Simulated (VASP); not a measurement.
# SnSe2 (C2/m) in VASP: notebook

Runs on SnSe2. Level: PBEsol. Tasks: single point.

Program: VASP 6.6.1. These are calculated values, not measurements. Logs are shortened: lines on timing, memory, paths and dates and some standing lists are left out, and cuts for length are marked.

### Step 1. The cell of the first run

It takes space group C2/m (No. 12, monoclinic). Conventional cell: a = 7.096 Å, b = 3.811 Å, c = 6.137 Å, α = 90.00°, β = 90.00°, γ = 90.00°. Sn (site symmetry 2/m) has 6 Se at 2.72 to 2.82 Å within 3.6 Å. Within 3.6 Å of Se (site symmetry m) lie 3 Sn at 2.72 to 2.82 Å.

### Step 2. Single point, PBEsol (strain +0.0750 x Voigt [0, 1, 0, 0, 0, 0])

File INCAR:

```
ALGO = Normal
EDIFF = 1E-7
ENCUT = 520
GGA = PS
ISIF = 2
ISMEAR = 0
LASPH = True
LCHARG = True
LELF = True
LREAL = False
LVHAR = True
LWAVE = False
NBANDS = 20
NELM = 80
PREC = Accurate
SIGMA = 0.05
```

File KPOINTS:

```
k-points
0
Gamma
  12 12 6
```

File POSCAR:

```
SnSe2
1.0
    3.8109987816      0.0000000000      0.0000000000
   -1.9054993908      3.5479533905      0.0000000000
    0.0000000000      0.0000000000      6.1370000000
Sn Se
1 2
Direct
    0.0000000000      0.0000000000      0.0000000000
    0.3333333333      0.6666666667      0.2500000000
    0.6666666667      0.3333333333      0.7500000000
```

Potentials or basis: VASP PAW PBE potentials, release 64 (Sn_d, Se).

Command:

```sh
> cat potpaw_PBE.64/Sn_d/POTCAR potpaw_PBE.64/Se/POTCAR > POTCAR
> mpirun -np 1 vasp_std > vasp.out
```

OUTCAR:

```text
EDIFF = 1E-7
   ENCUT = 520
   GGA = PS
   ISIF = 2
   ISMEAR = 0
   LASPH = True
   LREAL = False
   NELM = 80
   PREC = Accurate

 ion  position               nearest neighbor table
   1  0.000  0.000  0.000-   2 2.72   3 2.72   3 2.72   2 2.72   3 2.82   2 2.82
   2  0.333  0.667  0.250-   1 2.72   1 2.72   1 2.82
   3  0.667  0.333  0.750-   1 2.72   1 2.72   1 2.82

  LATTYP: Found a base centered orthorhombic cell.
 ALAT       =     3.8109987816
 B/A-ratio  =     1.8619546181
 C/A-ratio  =     1.6103390087

  Lattice vectors:

 A1 = (   1.9054993908,  -3.5479533905,   0.0000000000)
 A2 = (   1.9054993908,   3.5479533905,   0.0000000000)
 A3 = (   0.0000000000,   0.0000000000,   6.1370000000)

Analysis of symmetry for initial positions (statically):
=====================================================================
 Subroutine PRICEL returns:
 Original cell was already a primitive cell.

 Routine SETGRP: Setting up the symmetry group for a
 base centered orthorhombic supercell.

 Subroutine GETGRP returns: Found  4 space group operations
 (whereof  4 operations were pure point group operations)
 out of a pool of  8 trial point group operations.

The static configuration has the point symmetry C_2h.

Analysis of symmetry for dynamics (positions and initial velocities):
=====================================================================
 Subroutine PRICEL returns:
 Original cell was already a primitive cell.

 Routine SETGRP: Setting up the symmetry group for a
 base centered orthorhombic supercell.

 Subroutine GETGRP returns: Found  4 space group operations
 (whereof  4 operations were pure point group operations)
 out of a pool of  8 trial point group operations.

The dynamic configuration has the point symmetry C_2h.

 Subroutine INISYM returns: Found  4 space group operations
 (whereof  4 operations are pure point group operations),
 and found     1 'primitive' translations

----------------------------------------------------------------------------------------

                                     Primitive cell

  volume of cell :      82.9799

  direct lattice vectors                    reciprocal lattice vectors
     3.810998782  0.000000000  0.000000000     0.262398405  0.140926316  0.000000000
    -1.905499391  3.547953391  0.000000000     0.000000000  0.281852632  0.000000000
     0.000000000  0.000000000  6.137000000     0.000000000  0.000000000  0.162946065

  length of vectors
     3.810998782  4.027269694  6.137000000     0.297847527  0.281852632  0.162946065

  position of ions in fractional coordinates (direct lattice)
     0.000000000  0.000000000  0.000000000
     0.333333333  0.666666667  0.250000000
     0.666666667  0.333333333  0.750000000

  ion indices of the primitive-cell ions
   primitive index   ion index
                 1           1
                 2           2
                 3           3

----------------------------------------------------------------------------------------

 KPOINTS: k-points

Automatic generation of k-mesh.
 Grid dimensions read from file:
 generate k-points for:   12   12    6

 Generating k-lattice:

  Cartesian coordinates                     Fractional coordinates (reciprocal lattice)
     0.021866534  0.011743860  0.000000000     0.083333333  0.000000000  0.000000000
     0.000000000  0.023487719  0.000000000     0.000000000  0.083333333  0.000000000
     0.000000000  0.000000000  0.027157677     0.000000000  0.000000000  0.166666667

  Length of vectors
     0.024820627  0.023487719  0.027157677

  Shift w.r.t. Gamma in fractional coordinates (k-lattice)
     0.000000000  0.000000000  0.000000000

 Subroutine IBZKPT returns following result:
 ===========================================

 Found    242 irreducible k-points:

 Following reciprocal coordinates:
            Coordinates               Weight
  0.000000  0.000000  0.000000      1.000000
  0.083333  0.000000  0.000000      4.000000
  0.166667  0.000000  0.000000      4.000000
  0.250000 -0.000000  0.000000      4.000000
  0.333333 -0.000000  0.000000      4.000000
  0.416667  0.000000  0.000000      4.000000
[... 16 lines left out ...]
  0.333333  0.166667  0.000000      4.000000
  0.416667  0.166667  0.000000      4.000000
 [... further k-points ...]
   k-points           NKPTS =    242   k-points in BZ     NKDIM =    242   number of bands    NBANDS=     20
   number of dos      NEDOS =    301   number of ions     NIONS =      3
   total plane-waves  NPLWV =  40320
   dimension x,y,z NGX =    28 NGY =   30 NGZ =   48
   dimension x,y,z NGXF=    56 NGYF=   60 NGZF=   96
   ions per type =               1   2
   NGX,Y,Z   is equivalent  to a cutoff of  12.21, 12.38, 13.00 a.u.
   NGXF,Y,Z  is equivalent  to a cutoff of  24.43, 24.77, 26.01 a.u.
 SYSTEM =  unknown system
   PREC   = accura    normal or accurate (medium, high low for compatibility)
   ISTART =      0    job   : 0-new  1-cont  2-samecut
   ICHARG =      2    charge: 1-file 2-atom 10-const
   ISPIN  =      1    spin polarized calculation?
   LNONCOLLINEAR =      F non collinear calculations
   LSORBIT =      F    spin-orbit coupling
   LASPH  =      T    aspherical Exc in radial PAW
   ENCUT  =  520.0 eV  38.22 Ry    6.18 a.u.   7.09  7.49 11.41*2*pi/ulx,y,z
   NELM   =     80;   NELMIN=  2; NELMDL= -5     # of ELM steps
   EDIFF  = 0.1E-06   stopping-criterion for ELM
   LREAL  =      F    real-space projection
   EDIFFG = 0.1E-05   stopping-criterion for IOM
   NSW    =      0    number of steps for IOM
   IBRION =     -1    ionic relax: 0-MD 1-quasi-New 2-CG
   NFREE  =      0    steps in history (QN), initial steepest desc. (CG)
   ISIF   =      2    stress and relaxation
   ISYM   =      2    0-nonsym 1-usesym 2-fastsym
   POTIM  = 0.5000    time-step for ionic-motion
   TEBEG  =    0.0;   TEEND  =   0.0 temperature during run
   PSTRESS=    0.0 pullay stress
   NELECT =      26.0000    total number of electrons
   NUPDOWN=      -1.0000    fix difference up-down
   EMIN   =  10.00;   EMAX   =-10.00  energy-range for DOS
   EFERMI =   0.00;   METHOD = LEGACY
   ISMEAR =     0;   SIGMA  =   0.05  broadening in eV -4-tet -1-fermi 0-gaus
   EFERMI_NEDOS =   21; number of points for ismear=-14 and -15
   IALGO  =     38    algorithm
   IMIX   =      4    mixing-type and parameters
     AMIX     =   0.40;   BMIX     =  1.00
     AMIX_MAG =   1.60;   BMIX_MAG =  1.00
  volume/ion in A,a.u.               =      27.66       186.66
  Fermi-wavevector in a.u.,A,eV,Ry     =   1.111924  2.101231 16.821895  1.236374
  Thomas-Fermi vector in A             =   2.248492
   LORBIT       =      0    0 simple, 1 ext, 2 COOP (PROOUT), +10 PAW based schemes
   GGA     = PS    functional components
   LHFCALC =     F    Hartree Fock is set to
   AEXX    =    0.0000 exact exchange contribution
   IVDW    =     0    specifies the selected vdW correction
   LEPSILON=     F    determine dielectric tensor
   LRPA    =     F    only Hartree local field effects (RPA)
 non-spin polarized calculation
 Gauss-broadening in eV      SIGMA  =   0.05
  energy-cutoff  :      520.00
  volume of cell :       82.98
 maximum number of plane-waves:      2258
   NGX = 15   NGY = 15   NGZ = 23

 number of electron      26.0000004 magnetization

 Free energy of the ion-electron system (eV)
  ---------------------------------------------------
  ext. energy  EPLUGINS =         0.00000000
  ---------------------------------------------------
  free energy    TOTEN  =       -12.87336986 eV

  energy without entropy =      -12.87336974  energy(sigma->0) =      -12.87336980

 E-fermi :   3.6776     XC(G=0):  -9.3258

 val. band max:        3.5318698017   @ k =   0.0833   0.0833   0.0000
 cond. band min:       3.8159856524   @ k =  -0.4167  -0.0000   0.3333
 fundamental gap:      0.2841158507
 Fermi energy:         3.6776426801

 k-point     1 :       0.0000    0.0000    0.0000
  band No.  band energies     occupation
      1     -17.7933      2.00000
      2     -17.7653      2.00000
      3     -17.7558      2.00000
      4     -17.7515      2.00000
      5     -17.7331      2.00000
      6     -10.1710      2.00000
[... 12 lines left out ...]
     19      11.6590      0.00000
     20      12.3615      0.00000

 k-point     2 :       0.0833    0.0000    0.0000
  band No.  band energies     occupation
      1     -17.7916      2.00000
      2     -17.7680      2.00000
      3     -17.7548      2.00000
      4     -17.7521      2.00000
      5     -17.7324      2.00000
      6     -10.1078      2.00000
[... 12 lines left out ...]
     19      11.7448      0.00000
     20      11.9202      0.00000

 k-point     3 :       0.1667    0.0000    0.0000
  band No.  band energies     occupation
      1     -17.7893      2.00000
      2     -17.7743      2.00000
      3     -17.7556      2.00000
      4     -17.7497      2.00000
      5     -17.7297      2.00000
      6      -9.9226      2.00000
[... 12 lines left out ...]
     19      11.4938      0.00000
     20      12.0242      0.00000

 k-point     4 :       0.2500   -0.0000    0.0000
  band No.  band energies     occupation
      1     -17.7954      2.00000
      2     -17.7756      2.00000
      3     -17.7586      2.00000
      4     -17.7441      2.00000
      5     -17.7244      2.00000
      6      -9.6311      2.00000
[... 12 lines left out ...]
     19      11.2181      0.00000
     20      12.4140      0.00000

 k-point     5 :       0.3333   -0.0000    0.0000
  band No.  band energies     occupation
      1     -17.8068      2.00000
      2     -17.7737      2.00000
      3     -17.7615      2.00000
      4     -17.7383      2.00000
      5     -17.7170      2.00000
      6      -9.2682      2.00000
[... 12 lines left out ...]
     19      11.7037      0.00000
     20      12.8679      0.00000
[... 353 lines left out ...]
      6      -9.5193      2.00000
[... 12 lines left out ...]
     19      10.3029      0.00000
     20      13.0339      0.00000

 k-point    22 :       0.2500    0.1667    0.0000
  band No.  band energies     occupation
      1     -17.8050      2.00000
      2     -17.7780      2.00000
      3     -17.7548      2.00000
      4     -17.7348      2.00000
      5     -17.7257      2.00000
      6      -9.1780      2.00000
[... 12 lines left out ...]
     19      10.8865      0.00000
     20      13.0810      0.00000

 k-point    23 :       0.3333    0.1667    0.0000
  band No.  band energies     occupation
      1     -17.8083      2.00000
      2     -17.7805      2.00000
      3     -17.7577      2.00000
      4     -17.7326      2.00000
      5     -17.7186      2.00000
      6      -8.8280      2.00000
[... 12 lines left out ...]
     19      11.9250      0.00000
     20      13.0195      0.00000

 k-point    24 :       0.4167    0.1667    0.0000
  band No.  band energies     occupation
      1     -17.8117      2.00000
      2     -17.7797      2.00000
      3     -17.7597      2.00000
      4     -17.7340      2.00000
      5     -17.7121      2.00000
      6      -8.6186      2.00000
[... 12 lines left out ...]
     19      12.0263      0.00000
     20      13.0843      0.00000

 [... further k-points ...]

------------------------ aborting loop because EDIFF is reached ----------------------------------------

  FORCE on cell =-STRESS in cart. coord.  units (eV):
  Direction    XX          YY          ZZ          XY          YZ          ZX
  --------------------------------------------------------------------------------------
  -------------------------------------------------------------------------------------
  Total       -0.4947786     -2.9027339     -0.0483356      0.0000000      0.0426819      0.0000000
  in kB       -9.5531954    -56.0460455     -0.9332640      0.0000000      0.8241028      0.0000000
  external PRESSURE =     -22.1775016 kB  Pullay stress =       0.0000000 kB

 VOLUME and BASIS-vectors are now :
 -----------------------------------------------------------------------------
  energy-cutoff  :      520.00
  volume of cell :       82.98
      direct lattice vectors                 reciprocal lattice vectors
     3.810998782  0.000000000  0.000000000     0.262398405  0.140926316  0.000000000
    -1.905499391  3.547953391  0.000000000     0.000000000  0.281852632  0.000000000
     0.000000000  0.000000000  6.137000000     0.000000000  0.000000000  0.162946065

 POSITION                                       TOTAL-FORCE (eV/Angst)
 -----------------------------------------------------------------------------------
      0.00000      0.00000      0.00000        -0.000000      0.000000      0.000000
     -0.00000      2.36530      1.53425         0.000000     -0.002589      0.104809
      1.90550      1.18265      4.60275        -0.000000      0.002589     -0.104809
 -----------------------------------------------------------------------------------
    total drift:                               -0.000000     -0.000000     -0.000000

  FREE ENERGIE OF THE ION-ELECTRON SYSTEM (eV)
  ---------------------------------------------------
  free  energy   TOTEN  =       -12.8733698623 eV

  energy  without entropy=      -12.8733697351  energy(sigma->0) =      -12.87336980
```

Wall time 2.1 min (1 thread of Intel Xeon 6975P-C (Granite Rapids), shared host); peak memory 0.48 GiB.

Results:

```
Free energy            : -12.8734 eV
Pressure               : -2.2 GPa
Largest force          : 0.105 eV/Å
Band gap on the k mesh : 0.28 eV, indirect (least direct gap 0.36 eV)
```

Forces in eV/Å, atoms in the order of the input:
```
Sn   0.000  0.000  0.000
Se   0.000 -0.003  0.105
Se   0.000  0.003 -0.105
```

Stress tensor (GPa, compression positive):
```
-0.96  0.00  0.00
 0.00 -5.60  0.08
 0.00  0.08 -0.09
```

Caveat: the cell differs from its parent crystal (strain +0.0750 x Voigt [0, 1, 0, 0, 0, 0]); the PAW data sets were made with another functional, which shifts forces and pressure a little; spin-orbit coupling is left out, which moves the levels of the heavy elements; this functional lacks dispersion, which binds the layers, so the pressure and a relaxed spacing across them are unreliable.

### Step 3. Single point, PBEsol (strain +0.1125 x Voigt [0, 1, 0, 0, 0, 0])

File INCAR:

```
SYSTEM = SnSe2
PREC = Accurate
ENCUT = 520
EDIFF = 1E-6
ISMEAR = 0
SIGMA = 0.05
LREAL = .False.
LASPH = .True.
NELM = 100
ALGO = Normal
ISIF = 2
LWAVE = .False.
LCHARG = .True.
GGA = PS
LELF = .True.
LVHAR = .True.
NBANDS = 20
```

File KPOINTS:

```
regular mesh
0
Gamma
  12 12 6
  0 0 0
```

Changes to POSCAR since step 2:

```diff
@@ -3,3 +3,3 @@
     3.8109987816      0.0000000000      0.0000000000
-   -1.9054993908      3.5479533905      0.0000000000
+   -1.9054993908      3.6717192065      0.0000000000
     0.0000000000      0.0000000000      6.1370000000
```

Potentials or basis: VASP PAW PBE potentials, release 64 (Sn_d, Se).

Command:

```sh
> cat potpaw_PBE.64/Sn_d/POTCAR potpaw_PBE.64/Se/POTCAR > POTCAR
> mpirun -np 1 vasp_std > vasp.out
```

Wall time 6.6 min (1 thread of Oxide Virtual Turin-like, shared host); peak memory 0.46 GiB.

It converged, with:

```yaml
Free_energy: -12.7491 eV
Pressure: -3.8 GPa
Largest_force: 0.089 eV/Å
Band_gap_on_the_k_mesh: 0.12 eV, direct
```

Forces in eV/Å, atoms in the order of the input:
```
Sn   0.000  0.000  0.000
Se   0.000  0.054 -0.071
Se   0.000 -0.054  0.071
```

Stress tensor (GPa, compression positive):
```
-1.81  0.00  0.00
 0.00 -8.07  0.49
 0.00  0.49 -1.39
```

Levels at points of the mesh, in eV from the valence-band top:
```
           k point  band 10  band 11  band 12  band 13  band 14  band 15  band 16  band 17
(0.00, 0.00, 0.00)    -1.15    -0.85    -0.56     0.00     0.12     1.92     3.88     4.43
(0.50, 0.00, 0.00)    -3.18    -2.48    -1.23    -0.73     0.37     2.92     4.54     5.12
(0.00, 0.50, 0.00)    -2.99    -2.24    -1.31    -0.20     1.24     3.85     5.34     5.37
(0.00, 0.00, 0.50)    -1.14    -0.95    -0.94    -0.39     1.50     1.82     3.58     4.14
(0.50, 0.00, 0.50)    -2.92    -1.82    -1.21    -1.08     0.42     3.53     4.63     5.40
(0.00, 0.50, 0.50)    -2.06    -1.97    -0.83    -0.57     0.69     4.12     4.66     5.76
```

Caveat: the cell differs from its parent crystal (strain +0.1125 x Voigt [0, 1, 0, 0, 0, 0]); the PAW data sets were made with another functional, which shifts forces and pressure a little; spin-orbit coupling is left out, which moves the levels of the heavy elements; this functional lacks dispersion, which binds the layers, so the pressure and a relaxed spacing across them are unreliable. A k mesh can miss the band edges.

### Step 4. Single point, PBEsol (strain +0.1312 x Voigt [0, 1, 0, 0, 0, 0])

File INCAR:

```
PREC = Accurate
ENCUT = 520
EDIFF = 1E-6
ISMEAR = 0
SIGMA = 0.05
LREAL = F
LASPH = T
NELM = 80
ALGO = Normal
ISIF = 2
LWAVE = F
LCHARG = T
GGA = PS
LELF = T
LVHAR = T
NBANDS = 20
```

File KPOINTS:

```
Automatic mesh
0
Gamma
  12 12 6
```

Changes to POSCAR since step 3:

```diff
@@ -3,3 +3,3 @@
     3.8109987816      0.0000000000      0.0000000000
-   -1.9054993908      3.6717192065      0.0000000000
+   -1.9054993908      3.7334370934      0.0000000000
     0.0000000000      0.0000000000      6.1370000000
```

Command:

```sh
> cat potpaw_PBE.64/Sn_d/POTCAR potpaw_PBE.64/Se/POTCAR > POTCAR
> mpirun -np 1 vasp_std > vasp.out
```

It took 7.1 min on 1 thread of Oxide Virtual Turin-like, shared host; peak memory 0.47 GiB.

The run converged. Its results:

| Item | Value |
| --- | --- |
| Free energy | -12.6719 eV |
| Pressure | -4.4 GPa |
| Largest force | 0.174 eV/Å |

Forces on the atoms (eV/Å):
```
Sn   0.000  0.000  0.000
Se   0.000  0.092 -0.147
Se   0.000 -0.092  0.147
```

Stress tensor (GPa, compression positive):
```
-2.14  0.00  0.00
 0.00 -9.06  0.73
 0.00  0.73 -1.97
```

Levels at points of the mesh, in eV from the Fermi level:
```
           k point  band 10  band 11  band 12  band 13  band 14  band 15  band 16  band 17
(0.00, 0.00, 0.00)    -1.28    -0.88    -0.59    -0.02     0.00     1.74     3.82     4.39
(0.50, 0.00, 0.00)    -3.25    -2.44    -1.25    -0.80     0.25     2.80     4.40     5.08
(0.00, 0.50, 0.00)    -3.01    -2.19    -1.33    -0.21     1.23     3.84     5.29     5.35
(0.00, 0.00, 0.50)    -1.16    -1.06    -0.98    -0.43     1.37     1.64     3.51     4.10
(0.50, 0.00, 0.50)    -2.99    -1.80    -1.29    -1.13     0.35     3.40     4.58     5.26
(0.00, 0.50, 0.50)    -2.01    -1.99    -0.84    -0.57     0.64     4.08     4.61     5.75
```

Caveat: the cell differs from its parent crystal (strain +0.1312 x Voigt [0, 1, 0, 0, 0, 0]); the PAW data sets were made with another functional, which shifts forces and pressure a little; spin-orbit coupling is left out, which moves the levels of the heavy elements; this functional lacks dispersion, which binds the layers, so the pressure and a relaxed spacing across them are unreliable.

### Step 5. The runs side by side

| cell | gap on the mesh (eV) | pressure (GPa) | largest force (eV/Å) |
| --- | --- | --- | --- |
| a = 3.811, b = 4.027, c = 6.137 Å, angles 90.0, 90.0, 118.2°, 3 atoms | 0.28 | -2.2 | 0.10 |
| a = 3.811, b = 4.137, c = 6.137 Å, angles 90.0, 90.0, 117.4°, 3 atoms | 0.12 | -3.8 | 0.09 |
| a = 3.811, b = 4.192, c = 6.137 Å, angles 90.0, 90.0, 117.0°, 3 atoms | - | -4.4 | 0.17 |

Alike in all rows: task single point; level PBEsol; potentials or basis VASP PAW PBE potentials, release 64 (Sn_d, Se); no spin polarisation; k mesh 12 × 12 × 6; cutoff (eV) 520; smearing gaussian 0.05 eV.

Caveats: the PAW data sets were made with another functional, which shifts forces and pressure a little; spin-orbit coupling is left out, which moves the levels of the heavy elements; this functional lacks dispersion, which binds the layers, so the pressure and a relaxed spacing across them are unreliable.

Total energies depend on the potentials used, so only differences within one code and one set of settings carry meaning.
